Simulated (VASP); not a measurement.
Crystal: Sn2Se.

```
Sn Se
1.0
     5.58174    0.00000    0.00000
    -2.79087    4.83393    0.00000
     0.00000    0.00000    2.94409
Sn Se
2 1
Direct
  0.33333 0.66667 0.00000
  0.66667 0.33333 0.00000
  0.00000 0.00000 0.00000
```

The cell was built from a structure type or drawn by symmetry, and may not be a known phase.

| Quantity | Value |
| --- | --- |
| Program | VASP 6.6.1 |
| Task | relaxation of cell and atoms |
| Functional | PBE |
| Potentials or basis | VASP PAW PBE potentials, release 64 (Sn_d, Se) |
| Cutoff | 600 eV |
| k mesh | 6 × 6 × 6 |
| Occupations | gaussian, width 0.1 eV |
| Spin | no spin polarisation |

At the start: pressure 0.8 GPa; volume 26.48 Å³/atom.

**Question.** How do energy, volume and symmetry change on relaxing?

**Answer.** Over 5 steps the energy falls by 36.6 meV/atom and the volume is 26.90 Å³/atom (+1.6 %); space group P6/mmm (No. 191, to 0.1 Å) before and after.

Step by step:
| step | energy change (eV) | largest force (eV/Å) | pressure (GPa) | volume (Å³) |
| --- | --- | --- | --- | --- |
| 1 | 0.0000 | 0.0000 | 0.84 | 79.44 |
| 2 | -0.0955 | 0.0000 | -0.34 | 80.94 |
| 3 | -0.1076 | 0.0000 | -0.68 | 81.71 |
| 4 | -0.1095 | 0.0000 | 0.23 | 80.28 |
| 5 | -0.1099 | 0.0000 | -0.05 | 80.70 |

Final structure:
```
Sn Se
1.0
     5.43723    0.00000    0.00000
    -2.71862    4.70878    0.00000
     0.00000    0.00000    3.15212
Sn Se
2 1
Direct
  0.33333 0.66667 0.00000
  0.66667 0.33333 0.00000
  0.00000 0.00000 0.00000
```
